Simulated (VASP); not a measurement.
# ZnS (a cell with a defect) in VASP: single point with PBEsol

Aim: the single point of ZnS (a cell with a defect) with PBEsol.

Program: VASP 6.6.1. These are calculated values, not measurements. Logs are shortened: lines on timing, memory, paths and dates and some standing lists are left out, and cuts for length are marked.

## (1) The cell of the first run

The cell holds a defect, 62 atoms: a = 10.713 Å, b = 10.713 Å, c = 10.713 Å, α = 90.00°, β = 90.00°, γ = 90.00°.

## (2) Single point, PBEsol

File INCAR:

```
PREC     = Accurate       # precision mode
ENCUT    = 400            # plane-wave cutoff, eV
EDIFF    = 1E-6           # SCF threshold, eV
ISMEAR   = -1             # smearing method
SIGMA    = 0.05           # smearing width, eV
LREAL    = Auto         
LASPH    = True           # aspherical terms in the spheres
NELM     = 120            # most SCF steps
ALGO     = Normal         # electronic algorithm
ISIF     = 2              # what is computed and relaxed
LWAVE    = False          # write WAVECAR
LCHARG   = False          # write CHGCAR
GGA      = PS             # functional
ISYM     = -1           
NBANDS   = 316            # bands
GGA_COMPAT= False
```

File KPOINTS:

```
explicit points
1
Reciprocal
  0.25000000   0.25000000   0.25000000 1
```

File POSCAR:

```
ZnS
1.0
   10.7125360000      0.0000000000      0.0000000000
    0.0000000000     10.7125360000      0.0000000000
    0.0000000000      0.0000000000     10.7125360000
Zn S
31 31
Direct
    0.9996260000      0.0022960000      0.0019440000
    0.0001820000      0.0040400000      0.5006940000
    0.0001870000      0.5011570000      0.0037160000
    0.9688930000      0.4683320000      0.4679450000
    0.5009600000      0.0002990000      0.9999140000
    0.5019630000      0.0022380000      0.4990400000
    0.5019320000      0.4993620000      0.0018940000
    0.2524640000      0.2499070000      0.0028510000
    0.2566750000      0.2533250000      0.5074380000
    0.2518840000      0.7490790000      0.0039130000
    0.2844180000      0.7769330000      0.4637160000
    0.7491220000      0.2506610000      0.0003160000
    0.7433030000      0.2533310000      0.4933320000
    0.7469780000      0.7497680000      0.0015160000
    0.7393680000      0.7429370000      0.5060210000
    0.2525110000      0.0031470000      0.2495110000
    0.2518050000      0.0042300000      0.7487200000
    0.2566950000      0.5078770000      0.2530690000
    0.2843950000      0.4640770000      0.7765840000
    0.7490510000      0.0006540000      0.2502530000
    0.7470010000      0.0018570000      0.7493750000
    0.7433040000      0.4937210000      0.2529280000
    0.7392910000      0.5063340000      0.7426050000
    0.0006950000      0.2493730000      0.2490150000
    0.0002970000      0.2484810000      0.7492100000
    0.0002880000      0.7495450000      0.2480730000
    0.9681730000      0.7815840000      0.7813080000
    0.5076200000      0.2555390000      0.2551460000
    0.4978240000      0.2542070000      0.7445750000
    0.4979080000      0.7449000000      0.2539180000
    0.5081000000      0.7433960000      0.7430640000
    0.1256970000      0.1250930000      0.1247950000
    0.1253820000      0.1259290000      0.6246820000
    0.1254390000      0.6250200000      0.1255740000
    0.6247810000      0.1249940000      0.1245890000
    0.6251550000      0.1260860000      0.6244500000
    0.6251500000      0.6247790000      0.1256920000
    0.6133640000      0.6147560000      0.6143600000
    0.3755850000      0.3754930000      0.1265900000
    0.3840390000      0.3824870000      0.6169600000
    0.3762450000      0.8752120000      0.1259320000
    0.3759290000      0.8758810000      0.6267890000
    0.8751780000      0.3749930000      0.1250610000
    0.8722750000      0.3736960000      0.6275660000
    0.8746490000      0.8748270000      0.1241660000
    0.8724010000      0.8752620000      0.6210160000
    0.3756460000      0.1269150000      0.3751230000
    0.3761260000      0.1262350000      0.8749120000
    0.3841750000      0.6172620000      0.3822200000
    0.3759530000      0.6271430000      0.8754820000
    0.8751380000      0.1253790000      0.3746310000
    0.8746400000      0.1245260000      0.8744820000
    0.8723060000      0.6279700000      0.3733470000
    0.8722640000      0.6213040000      0.8748990000
    0.1295800000      0.3737930000      0.3735050000
    0.1223350000      0.3741990000      0.8769990000
    0.1223980000      0.8772950000      0.3738140000
    0.1285850000      0.8767320000      0.8764370000
    0.6197590000      0.3819020000      0.3815160000
    0.6251460000      0.3750240000      0.8741780000
    0.6252140000      0.8745580000      0.3747510000
    0.6240870000      0.8738940000      0.8735140000
```

Potentials or basis: VASP PAW PBE potentials, release 64 (Zn, S).

Command:

```
$ cat potpaw_PBE.64/Zn/POTCAR potpaw_PBE.64/S/POTCAR > POTCAR
$ mpirun -np 1 vasp_std > vasp.out
```

OUTCAR:

```text
PREC = Accurate
   ENCUT = 400
   EDIFF = 1E-6
   ISMEAR = -1
   LREAL = Auto
   LASPH = True
   NELM = 120
   ISIF = 2
   GGA = PS
   ISYM = -1

 ion  position               nearest neighbor table
   1  1.000  0.002  0.002-  32 2.30  45 2.32  52 2.32  58 2.35
   2  0.000  0.004  0.501-  33 2.30  51 2.30  57 2.32  46 2.33
   3  0.000  0.501  0.004-  34 2.29  43 2.30  56 2.32  54 2.33
   4  0.969  0.468  0.468-  55 2.24  53 2.24  44 2.24
   5  0.501  0.000  1.000-  35 2.31  48 2.32  41 2.32  62 2.33
   6  0.502  0.002  0.499-  36 2.30  47 2.32  61 2.32  42 2.35
   7  0.502  0.499  0.002-  37 2.30  39 2.32  60 2.32  50 2.35
   8  0.252  0.250  0.003-  39 2.30  32 2.31  48 2.32  56 2.35
   9  0.257  0.253  0.507-  40 2.27  33 2.33  47 2.34  55 2.36
  10  0.252  0.749  0.004-  34 2.30  41 2.30  50 2.32  58 2.34
  11  0.284  0.777  0.464-  49 2.20  57 2.26  42 2.27
  12  0.749  0.251  0.000-  35 2.31  60 2.32  43 2.32  52 2.33
  13  0.743  0.253  0.493-  59 2.25  36 2.33  51 2.34  44 2.37
  14  0.747  0.750  0.002-  37 2.29  62 2.32  45 2.32  54 2.35
  15  0.739  0.743  0.506-  38 2.25  61 2.34  46 2.36  53 2.36
  16  0.253  0.003  0.250-  47 2.30  32 2.31  41 2.32  57 2.35
  17  0.252  0.004  0.749-  33 2.30  48 2.30  42 2.32  58 2.34
  18  0.257  0.508  0.253-  49 2.27  34 2.33  39 2.34  55 2.36
  19  0.284  0.464  0.777-  40 2.20  56 2.26  50 2.27
  20  0.749  0.001  0.250-  35 2.31  61 2.32  51 2.32  45 2.33
  21  0.747  0.002  0.749-  36 2.29  62 2.32  52 2.32  46 2.35
  22  0.743  0.494  0.253-  59 2.25  37 2.33  43 2.34  53 2.38
  23  0.739  0.506  0.743-  38 2.25  60 2.34  54 2.36  44 2.36
  24  0.001  0.249  0.249-  32 2.31  43 2.32  51 2.32  55 2.34
  25  0.000  0.248  0.749-  33 2.30  52 2.32  44 2.32  56 2.32
  26  0.000  0.750  0.248-  34 2.30  45 2.32  53 2.32  57 2.32
  27  0.968  0.782  0.781-  46 2.24  54 2.24  58 2.24
  28  0.508  0.256  0.255-  59 2.26  35 2.34  39 2.36  47 2.36
  29  0.498  0.254  0.745-  40 2.29  36 2.32  60 2.34  48 2.35
  30  0.498  0.745  0.254-  49 2.29  37 2.32  61 2.34  41 2.35
  31  0.508  0.743  0.743-  38 2.25  62 2.33  50 2.36  42 2.36
  32  0.126  0.125  0.125-   1 2.30  24 2.31  16 2.31   8 2.31
  33  0.125  0.126  0.625-   2 2.30  25 2.30  17 2.30   9 2.33
  34  0.125  0.625  0.126-   3 2.29  26 2.30  10 2.30  18 2.33
  35  0.625  0.125  0.125-   5 2.31  20 2.31  12 2.31  28 2.34
  36  0.625  0.126  0.624-  21 2.29   6 2.30  29 2.32  13 2.33
  37  0.625  0.625  0.126-  14 2.29   7 2.30  30 2.32  22 2.33
  38  0.613  0.615  0.614-  15 2.25  23 2.25  31 2.25
  39  0.376  0.375  0.127-   8 2.30   7 2.32  18 2.34  28 2.36
  40  0.384  0.382  0.617-  19 2.20   9 2.27  29 2.29
  41  0.376  0.875  0.126-  10 2.30  16 2.32   5 2.32  30 2.35
  42  0.376  0.876  0.627-  11 2.27  17 2.32   6 2.35  31 2.36
  43  0.875  0.375  0.125-   3 2.30  24 2.32  12 2.32  22 2.34
  44  0.872  0.374  0.628-   4 2.24  25 2.32  23 2.36  13 2.37
  45  0.875  0.875  0.124-   1 2.32  26 2.32  14 2.32  20 2.33
  46  0.872  0.875  0.621-  27 2.24   2 2.33  21 2.35  15 2.36
  47  0.376  0.127  0.375-  16 2.30   6 2.32   9 2.34  28 2.36
  48  0.376  0.126  0.875-  17 2.30   8 2.32   5 2.32  29 2.35
  49  0.384  0.617  0.382-  11 2.20  18 2.27  30 2.29
  50  0.376  0.627  0.875-  19 2.27  10 2.32   7 2.35  31 2.36
  51  0.875  0.125  0.375-   2 2.30  24 2.32  20 2.32  13 2.34
  52  0.875  0.125  0.874-   1 2.32  25 2.32  21 2.32  12 2.33
  53  0.872  0.628  0.373-   4 2.24  26 2.32  15 2.36  22 2.38
  54  0.872  0.621  0.875-  27 2.24   3 2.33  14 2.35  23 2.36
  55  0.130  0.374  0.374-   4 2.24  24 2.34   9 2.36  18 2.36
  56  0.122  0.374  0.877-  19 2.26  25 2.32   3 2.32   8 2.35
  57  0.122  0.877  0.374-  11 2.26  26 2.32   2 2.32  16 2.35
  58  0.129  0.877  0.876-  27 2.24  10 2.34  17 2.34   1 2.35
  59  0.620  0.382  0.382-  13 2.25  22 2.25  28 2.26
  60  0.625  0.375  0.874-  12 2.32   7 2.32  23 2.34  29 2.34
  61  0.625  0.875  0.375-  20 2.32   6 2.32  15 2.34  30 2.34
  62  0.624  0.874  0.874-  21 2.32  14 2.32   5 2.33  31 2.33

IMPORTANT INFORMATION: All symmetrisations will be switched off!
NOSYMM: (Re-)initialisation of all symmetry stuff for point group C_1.

----------------------------------------------------------------------------------------

                                     Primitive cell

  volume of cell :    1229.3538

  direct lattice vectors                    reciprocal lattice vectors
    10.712536000  0.000000000  0.000000000     0.093348578  0.000000000  0.000000000
     0.000000000 10.712536000  0.000000000     0.000000000  0.093348578  0.000000000
     0.000000000  0.000000000 10.712536000     0.000000000  0.000000000  0.093348578

  length of vectors
    10.712536000 10.712536000 10.712536000     0.093348578  0.093348578  0.093348578

  position of ions in fractional coordinates (direct lattice)
     0.999626000  0.002296000  0.001944000
     0.000182000  0.004040000  0.500694000
     0.000187000  0.501157000  0.003716000
     0.968893000  0.468332000  0.467945000
     0.500960000  0.000299000  0.999914000
     0.501963000  0.002238000  0.499040000
[... 54 lines left out ...]
     0.625214000  0.874558000  0.374751000
     0.624087000  0.873894000  0.873514000

  ion indices of the primitive-cell ions
   primitive index   ion index
                 1           1
                 2           2
                 3           3
                 4           4
                 5           5
                 6           6
[... 54 lines left out ...]
                61          61
                62          62

----------------------------------------------------------------------------------------

 KPOINTS: explicit points

Read explicit list of k-points.

 Found      1 k-points:

 Following reciprocal coordinates:
            Coordinates               Weight
  0.250000  0.250000  0.250000      1.000000
   k-points           NKPTS =      1   k-points in BZ     NKDIM =      1   number of bands    NBANDS=    316
   number of dos      NEDOS =    301   number of ions     NIONS =     62
   total plane-waves  NPLWV = 343000
   dimension x,y,z NGX =    70 NGY =   70 NGZ =   70
   dimension x,y,z NGXF=   140 NGYF=  140 NGZF=  140
   ions per type =              31  31
   NGX,Y,Z   is equivalent  to a cutoff of  10.86, 10.86, 10.86 a.u.
   NGXF,Y,Z  is equivalent  to a cutoff of  21.73, 21.73, 21.73 a.u.
 SYSTEM =  unknown system
   PREC   = accura    normal or accurate (medium, high low for compatibility)
   ISTART =      0    job   : 0-new  1-cont  2-samecut
   ICHARG =      2    charge: 1-file 2-atom 10-const
   ISPIN  =      1    spin polarized calculation?
   LNONCOLLINEAR =      F non collinear calculations
   LSORBIT =      F    spin-orbit coupling
   LASPH  =      T    aspherical Exc in radial PAW
   ENCUT  =  400.0 eV  29.40 Ry    5.42 a.u.  17.47 17.47 17.47*2*pi/ulx,y,z
   NELM   =    120;   NELMIN=  2; NELMDL= -5     # of ELM steps
   EDIFF  = 0.1E-05   stopping-criterion for ELM
   LREAL  =      T    real-space projection
   EDIFFG = 0.1E-04   stopping-criterion for IOM
   NSW    =      0    number of steps for IOM
   IBRION =     -1    ionic relax: 0-MD 1-quasi-New 2-CG
   NFREE  =      0    steps in history (QN), initial steepest desc. (CG)
   ISIF   =      2    stress and relaxation
   ISYM   =     -1    0-nonsym 1-usesym 2-fastsym
   POTIM  = 0.5000    time-step for ionic-motion
   TEBEG  =    0.0;   TEEND  =   0.0 temperature during run
   PSTRESS=    0.0 pullay stress
   NELECT =     558.0000    total number of electrons
   NUPDOWN=      -1.0000    fix difference up-down
   EMIN   =  10.00;   EMAX   =-10.00  energy-range for DOS
   EFERMI =   0.00;   METHOD = LEGACY
   ISMEAR =    -1;   SIGMA  =   0.05  broadening in eV -4-tet -1-fermi 0-gaus
   EFERMI_NEDOS =   21; number of points for ismear=-14 and -15
   IALGO  =     38    algorithm
   IMIX   =      4    mixing-type and parameters
     AMIX     =   0.40;   BMIX     =  1.00
     AMIX_MAG =   1.60;   BMIX_MAG =  1.00
  volume/ion in A,a.u.               =      19.83       133.81
  Fermi-wavevector in a.u.,A,eV,Ry     =   1.258135  2.377531 21.536715  1.582904
  Thomas-Fermi vector in A             =   2.391760
   LORBIT       =      0    0 simple, 1 ext, 2 COOP (PROOUT), +10 PAW based schemes
   GGA     = PS    functional components
   LHFCALC =     F    Hartree Fock is set to
   AEXX    =    0.0000 exact exchange contribution
   IVDW    =     0    specifies the selected vdW correction
   LEPSILON=     F    determine dielectric tensor
   LRPA    =     F    only Hartree local field effects (RPA)
 non-spin polarized calculation
  energy-cutoff  :      400.00
  volume of cell :     1229.35
 maximum number of plane-waves:     22331
 NGX is ok and might be reduce to    70
   NGX = 35   NGY = 35   NGZ = 35

 number of electron     558.0000054 magnetization

 Free energy of the ion-electron system (eV)
  ---------------------------------------------------
  ext. energy  EPLUGINS =         0.00000000
  ---------------------------------------------------
  free energy    TOTEN  =      -231.77931340 eV

  energy without entropy =     -231.77931340  energy(sigma->0) =     -231.77931340

 E-fermi :   3.2937     XC(G=0):  -9.7748

 val. band max:        2.0560705778   @ k =   0.2500   0.2500   0.2500
 cond. band min:       4.6527632725   @ k =   0.2500   0.2500   0.2500
 fundamental gap:      2.5966926947
 Fermi energy:         3.2936605028

 k-point     1 :       0.2500    0.2500    0.2500
  band No.  band energies     occupation
      1     -11.2249      2.00000
      2     -10.9642      2.00000
      3     -10.9221      2.00000
      4     -10.8790      2.00000
      5     -10.7192      2.00000
      6     -10.6900      2.00000
[... 283 lines left out ...]
    290       5.9246      0.00000
    291       5.9506      0.00000
 [bands above 291 left out]

------------------------ aborting loop because EDIFF is reached ----------------------------------------

  FORCE on cell =-STRESS in cart. coord.  units (eV):
  Direction    XX          YY          ZZ          XY          YZ          ZX
  --------------------------------------------------------------------------------------
  -------------------------------------------------------------------------------------
  Total        1.0335144      1.1890932      1.1974881     -2.2894547     -1.9797734     -2.2837973
  in kB        1.3469461      1.5497070      1.5606478     -2.9837728     -2.5801752     -2.9763997
  external PRESSURE =       1.4857670 kB  Pullay stress =       0.0000000 kB

 VOLUME and BASIS-vectors are now :
 -----------------------------------------------------------------------------
  energy-cutoff  :      400.00
  volume of cell :     1229.35
      direct lattice vectors                 reciprocal lattice vectors
    10.712536000  0.000000000  0.000000000     0.093348578  0.000000000  0.000000000
     0.000000000 10.712536000  0.000000000     0.000000000  0.093348578  0.000000000
     0.000000000  0.000000000 10.712536000     0.000000000  0.000000000  0.093348578

 POSITION                                       TOTAL-FORCE (eV/Angst)
 -----------------------------------------------------------------------------------
     10.70853      0.02460      0.02083        -0.001469     -0.001525     -0.001707
      0.00195      0.04328      5.36370        -0.001479     -0.003686      0.006236
      0.00200      5.36866      0.03981        -0.004959      0.001035     -0.004650
     10.37930      5.01702      5.01288        -0.018804     -0.002741     -0.000912
      5.36655      0.00320     10.71161        -0.001448     -0.000124      0.002308
      5.37730      0.02397      5.34598        -0.006043     -0.006299      0.004132
[... 54 lines left out ...]
      6.69763      9.36873      4.01453         0.017993     -0.003006     -0.007781
      6.68555      9.36162      9.35755        -0.009790      0.003118      0.004032
 -----------------------------------------------------------------------------------
    total drift:                                0.006373     -0.010289     -0.004487

  FREE ENERGIE OF THE ION-ELECTRON SYSTEM (eV)
  ---------------------------------------------------
  free  energy   TOTEN  =      -231.7793134024 eV

  energy  without entropy=     -231.7793134023  energy(sigma->0) =     -231.77931340
```

Wall time 20 min (1 thread of Intel Xeon 8259CL, shared host); peak memory 0.77 GiB.

Results:

```
Free energy            : -231.7793 eV
Pressure               : 0.1 GPa
Largest force          : 0.030 eV/Å
Band gap on the k mesh : 2.60 eV
```

Forces in eV/Å, atoms in the order of the input:
```
Zn  -0.001 -0.002 -0.002
Zn  -0.001 -0.004  0.006
Zn  -0.005  0.001 -0.005
Zn  -0.019 -0.003 -0.001
Zn  -0.001  0.000  0.002
Zn  -0.006 -0.006  0.004
Zn  -0.006  0.002 -0.008
Zn   0.010  0.006 -0.002
Zn   0.022  0.008  0.018
Zn   0.010  0.001 -0.001
Zn   0.020 -0.018 -0.014
Zn  -0.010  0.002 -0.003
Zn  -0.022  0.005 -0.011
Zn  -0.012  0.000  0.001
Zn  -0.015 -0.007  0.012
Zn   0.012  0.000  0.010
Zn   0.010  0.001  0.002
Zn   0.022  0.013  0.009
Zn   0.016 -0.014 -0.013
Zn  -0.007 -0.001  0.004
Zn  -0.011  0.002  0.001
Zn  -0.020 -0.012  0.008
Zn  -0.018  0.009 -0.013
Zn  -0.004  0.009  0.013
Zn  -0.006  0.004 -0.002
Zn  -0.003  0.000  0.005
Zn   0.003  0.005  0.005
Zn   0.007  0.009  0.010
Zn  -0.013  0.019 -0.011
Zn  -0.012 -0.010  0.019
Zn   0.017 -0.008 -0.012
S    0.001 -0.003 -0.006
S   -0.007 -0.002 -0.003
S   -0.007  0.000  0.001
S    0.001  0.000  0.001
S    0.011 -0.003  0.003
S    0.011  0.005 -0.001
S    0.014 -0.003  0.001
S   -0.012 -0.002  0.004
S   -0.005  0.004 -0.003
S    0.001 -0.001 -0.014
S    0.002  0.008  0.006
S    0.006  0.005 -0.006
S    0.010  0.000  0.012
S    0.004 -0.001  0.002
S   -0.003  0.007 -0.010
S   -0.013  0.003 -0.004
S    0.003 -0.012 -0.003
S   -0.011  0.001  0.005
S    0.000  0.004  0.012
S    0.006 -0.004  0.002
S    0.006  0.003 -0.002
S    0.009  0.009 -0.003
S    0.003 -0.006  0.010
S    0.005 -0.008 -0.015
S   -0.002 -0.021  0.004
S   -0.007  0.006 -0.022
S   -0.006  0.000  0.000
S   -0.002  0.002  0.002
S    0.020 -0.004  0.000
S    0.018 -0.003 -0.008
S   -0.010  0.003  0.004
```

Stress tensor (GPa, compression positive):
```
 0.13 -0.30 -0.30
-0.30  0.15 -0.26
-0.30 -0.26  0.16
```

Levels at points of the mesh, in eV from the valence-band top:
```tsv
k point	band 277	band 278	band 279	band 280	band 281	band 282
(0.25, 0.25, 0.25)	-0.31	-0.08	0.00	2.60	2.78	3.28
```

Caveat: the PAW data sets were made with another functional, which shifts forces and pressure a little.
